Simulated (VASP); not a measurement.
## Al: single point with PBE+D3(BJ)

Crystal: Al.

```
Al
1.0
     2.79680    0.00000    0.00000
    -1.39840    2.42210    0.00000
     0.00000    0.00000    8.61218
Al
4
Direct
  0.00000 0.00000 0.00000
  0.33333 0.66667 0.25000
  0.00000 0.00000 0.50000
  0.66667 0.33333 0.75000
```

This isn't the form of Al at room conditions, which is fcc.

- Program: VASP 6.6.1
- Task: single point
- Functional: PBE
- Dispersion: D3(BJ)
- Potentials or basis: VASP PAW PBE potentials, release 64 (Al)
- Cutoff: 520 eV
- k mesh: 18 × 18 × 6
- Occupations: gaussian, width 0.15 eV
- Spin: no spin polarisation

* Pressure: 9.0 GPa
* Band gap on the k mesh: zero (bands 6 and 7 overlap by 6.84 eV)
* Dispersion energy per atom: -0.382 eV

Stress tensor (GPa, compression positive):
```
 6.51  0.00  0.00
 0.00  6.51  0.00
 0.00  0.00 14.07
```

Levels at points of the mesh, in eV from the Fermi level:
| k point | band 3 | band 4 | band 5 | band 6 | band 7 | band 8 | band 9 | band 10 |
| --- | --- | --- | --- | --- | --- | --- | --- | --- |
| (0.00, 0.00, 0.00) | -10.04 | -4.71 | -3.79 | 4.89 | 4.92 | 10.68 | 10.68 | 10.82 |
| (0.50, 0.00, 0.00) | -4.39 | -4.32 | -3.60 | -3.53 | 0.89 | 1.30 | 2.12 | 2.33 |
| (0.00, 0.00, 0.50) | -7.62 | -7.62 | -0.03 | -0.03 | 10.35 | 10.35 | 11.05 | 11.05 |
| (0.50, 0.00, 0.50) | -5.36 | -5.36 | -1.94 | -1.94 | -1.20 | -1.20 | 5.15 | 5.15 |

It took 35 s on 1 thread of Intel(R) Xeon(R) 6975P-C (Granite Rapids), with other jobs on the host, peak memory 0.23 GiB.

Caveat: the cell stands under pressure.
